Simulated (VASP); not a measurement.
# Na4AlPS4 (F-43m) in VASP: a series of runs, part 2 of 3

VASP 6.6.1.

### Step 3. Single point, PBE

This run uses another cell than the first one, of 28.09 Å³/atom, 1.662 times its volume.

INCAR reads:

```
  PREC = Accurate
  ENCUT = 520
  EDIFF = 1E-7
  ISMEAR = 0
  SIGMA = 0.1
  LREAL = False
  LASPH = True
  NELM = 60
  ALGO = Normal
  ISIF = 2
  LWAVE = False
  LCHARG = False
  GGA = PE
  NBANDS = 41
```

KPOINTS reads:

```
Automatic mesh
0
Gamma
  4 4 4
```

POSCAR reads:

```
Na4AlPS4
1.0
    0.0000000000      5.1981331135      5.1981331135
    5.1981331135      0.0000000000      5.1981331135
    5.1981331135      5.1981331135      0.0000000000
Na Al P S
4 1 1 4
Direct
    0.3733419962      0.3733419962      0.8799740115
    0.8799740115      0.3733419962      0.3733419962
    0.3733419962      0.3733419962      0.3733419962
    0.3733419962      0.8799740115      0.3733419962
    0.0000000000      0.0000000000      0.0000000000
    0.7500000000      0.7500000000      0.7500000000
    0.8741634615      0.8741634615      0.3775096155
    0.3775096155      0.8741634615      0.8741634615
    0.8741634615      0.8741634615      0.8741634615
    0.8741634615      0.3775096155      0.8741634615
```

Potentials or basis: VASP PAW PBE potentials, release 64 (Na_pv, Al, P, S).

Command:

```
cat potpaw_PBE.64/Na_pv/POTCAR potpaw_PBE.64/Al/POTCAR potpaw_PBE.64/P/POTCAR potpaw_PBE.64/S/POTCAR > POTCAR
mpirun -np 1 vasp_std > vasp.out
```

OUTCAR:

```text
PREC = Accurate
   ENCUT = 520
   EDIFF = 1E-7
   ISMEAR = 0
   LREAL = False
   LASPH = True
   NELM = 60
   ISIF = 2
   GGA = PE

 ion  position               nearest neighbor table
   1  0.373  0.373  0.880-
   2  0.880  0.373  0.373-
   3  0.373  0.373  0.373-
   4  0.373  0.880  0.373-
   5  0.000  0.000  0.000-   7 2.27   8 2.27  10 2.27   9 2.27
   6  0.750  0.750  0.750-   9 2.24   8 2.24   7 2.24  10 2.24
   7  0.874  0.874  0.378-   6 2.24   5 2.27
   8  0.378  0.874  0.874-   6 2.24   5 2.27
   9  0.874  0.874  0.874-   6 2.24   5 2.27
  10  0.874  0.378  0.874-   6 2.24   5 2.27

  LATTYP: Found a face centered cubic cell.
 ALAT       =    10.3962662270

  Lattice vectors:

 A1 = (   0.0000000000,   5.1981331135,   5.1981331135)
 A2 = (   5.1981331135,   0.0000000000,   5.1981331135)
 A3 = (   5.1981331135,   5.1981331135,   0.0000000000)

Analysis of symmetry for initial positions (statically):
[... 177 lines left out ...]
 fundamental gap:      0.1446136161
 Fermi energy:         2.4661125289

 k-point     1 :       0.0000    0.0000    0.0000
  band No.  band energies     occupation
      1     -22.9136      2.00000
      2     -22.8865      2.00000
      3     -22.8865      2.00000
      4     -22.8865      2.00000
      5     -22.8625      2.00000
      6     -22.8625      2.00000
[... 341 lines left out ...]
     40       6.4781      0.00000
     41       6.6302      0.00000

------------------------ aborting loop because EDIFF is reached ----------------------------------------

  FORCE on cell =-STRESS in cart. coord.  units (eV):
  Direction    XX          YY          ZZ          XY          YZ          ZX
  --------------------------------------------------------------------------------------
  -------------------------------------------------------------------------------------
  Total        0.4713181      0.4713181      0.4713181      0.0000000      0.0000000     -0.0000000
  in kB        2.6881438      2.6881438      2.6881438      0.0000000      0.0000000     -0.0000000
  external PRESSURE =       2.6881438 kB  Pullay stress =       0.0000000 kB

 VOLUME and BASIS-vectors are now :
 -----------------------------------------------------------------------------
  energy-cutoff  :      520.00
  volume of cell :      280.91
      direct lattice vectors                 reciprocal lattice vectors
     0.000000000  5.198133113  5.198133113    -0.096188379  0.096188379  0.096188379
     5.198133113  0.000000000  5.198133113     0.096188379 -0.096188379  0.096188379
     5.198133113  5.198133113  0.000000000     0.096188379  0.096188379 -0.096188379

 POSITION                                       TOTAL-FORCE (eV/Angst)
 -----------------------------------------------------------------------------------
      6.51490      6.51490      3.88136         0.004465      0.004465     -0.004465
      3.88136      6.51490      6.51490        -0.004465      0.004465      0.004465
      3.88136      3.88136      3.88136        -0.004465     -0.004465     -0.004465
      6.51490      3.88136      6.51490         0.004465     -0.004465      0.004465
      0.00000      0.00000      0.00000         0.000000      0.000000      0.000000
      7.79720      7.79720      7.79720         0.000000      0.000000      0.000000
      6.50636      6.50636      9.08804         0.016799      0.016799     -0.016799
      9.08804      6.50636      6.50636        -0.016799      0.016799      0.016799
      9.08804      9.08804      9.08804        -0.016799     -0.016799     -0.016799
      6.50636      9.08804      6.50636         0.016799     -0.016799      0.016799
 -----------------------------------------------------------------------------------
    total drift:                                0.000001      0.000001      0.000002

  FREE ENERGIE OF THE ION-ELECTRON SYSTEM (eV)
  ---------------------------------------------------
  free  energy   TOTEN  =       -34.0006141028 eV

  energy  without entropy=      -33.9869631611  energy(sigma->0) =      -33.99378863
```

stdout:

```text
POSCAR found type information on POSCAR NaAlP S
 POSCAR found :  4 types and      10 ions
 scaLAPACK will be used
 LDA part: xc-table for (Slater+PW92), standard interpolation
 POSCAR, INCAR and KPOINTS ok, starting setup
 FFT: planning ... GRIDC
 FFT: planning ... GRID_SOFT
 FFT: planning ... GRID
 WAVECAR not read
 entering main loop
```

Wall time 2 min (1 thread of Oxide Virtual Turin-like, shared host); peak memory 0.41 GiB.

Results:

- Free energy: -34.0006 eV
- Pressure: 0.3 GPa
- Largest force: 0.029 eV/Å
- Band gap on the k mesh: zero (band 30 reaches 2.54 eV, above the bottom of band 31 at 2.40 eV)

Forces on the atoms (eV/Å):
```
Na   0.004  0.004 -0.004
Na  -0.004  0.004  0.004
Na  -0.004 -0.004 -0.004
Na   0.004 -0.004  0.004
Al   0.000  0.000  0.000
P    0.000  0.000  0.000
S    0.017  0.017 -0.017
S   -0.017  0.017  0.017
S   -0.017 -0.017 -0.017
S    0.017 -0.017  0.017
```

Levels at points of the mesh, in eV from the Fermi level:
| k point | band 28 | band 29 | band 30 | band 31 | band 32 | band 33 |
| --- | --- | --- | --- | --- | --- | --- |
| (0.00, 0.00, 0.00) | -1.79 | -1.79 | -1.38 | 0.47 | 0.47 | 0.47 |
| (0.50, 0.00, 0.00) | -1.85 | -1.78 | -0.38 | -0.07 | 1.29 | 1.45 |
| (0.50, 0.50, 0.00) | -2.18 | -0.75 | -0.25 | 0.19 | 0.37 | 1.91 |

### Step 4. Single point, PBE

This run uses another cell than the first one, of 28.42 Å³/atom, 1.681 times its volume.

INCAR reads:

```
ALGO = Normal
EDIFF = 1E-7
ENCUT = 520
GGA = PE
ISIF = 2
ISMEAR = 0
LASPH = True
LCHARG = False
LREAL = False
LWAVE = False
NBANDS = 41
NELM = 60
PREC = Accurate
SIGMA = 0.1
```

KPOINTS reads:

```
k-points
0
Gamma
  6 6 6
```

POSCAR reads:

```
Na4AlPS4
1.0
    0.0000000000      5.2181486700      5.2181486700
    5.2181486700      0.0000000000      5.2181486700
    5.2181486700      5.2181486700      0.0000000000
Na Al P S
4 1 1 4
Direct
    0.6274407513      0.6274407513      0.6274407513
    0.6274407513      0.6274407513      0.1176777461
    0.6274407513      0.1176777461      0.6274407513
    0.1176777461      0.6274407513      0.6274407513
    0.0000000000      0.0000000000      0.0000000000
    0.2500000000      0.2500000000      0.2500000000
    0.1259789556      0.1259789556      0.1259789556
    0.1259789556      0.1259789556      0.6220631332
    0.1259789556      0.6220631332      0.1259789556
    0.6220631332      0.1259789556      0.1259789556
```

Command:

```
cat potpaw_PBE.64/Na_pv/POTCAR potpaw_PBE.64/Al/POTCAR potpaw_PBE.64/P/POTCAR potpaw_PBE.64/S/POTCAR > POTCAR
mpirun -np 1 vasp_std > vasp.out
```

Wall time 4.4 min (1 thread of Oxide Virtual Turin-like, shared host); peak memory 0.48 GiB.

Results (log left out):

```yaml
Free_energy: -33.9892 eV
Pressure: -0.1 GPa
Largest_force: 0.010 eV/Å
Band_gap_on_the_k_mesh: zero (band 30 reaches 2.38 eV, above the bottom of band 31 at 2.33 eV)
```

Forces on the atoms (eV/Å):
```
Na   0.002  0.002  0.002
Na  -0.002 -0.002  0.002
Na  -0.002  0.002 -0.002
Na   0.002 -0.002 -0.002
Al   0.000  0.000  0.000
P    0.000  0.000  0.000
S    0.006  0.006  0.006
S   -0.006 -0.006  0.006
S   -0.006  0.006 -0.006
S    0.006 -0.006 -0.006
```

Levels at points of the mesh, in eV from the Fermi level:
| k point | band 27 | band 28 | band 29 | band 30 | band 31 | band 32 | band 33 | band 34 |
| --- | --- | --- | --- | --- | --- | --- | --- | --- |
| (0.00, 0.00, 0.00) | -1.76 | -1.76 | -1.76 | -1.36 | 0.49 | 0.49 | 0.49 | 1.14 |
| (0.50, 0.00, 0.00) | -2.37 | -1.86 | -1.75 | -0.37 | -0.05 | 1.28 | 1.46 | 1.46 |
| (0.50, 0.50, 0.00) | -2.14 | -2.14 | -0.75 | -0.25 | 0.19 | 0.38 | 1.92 | 1.92 |

[end of part 2 of 3]
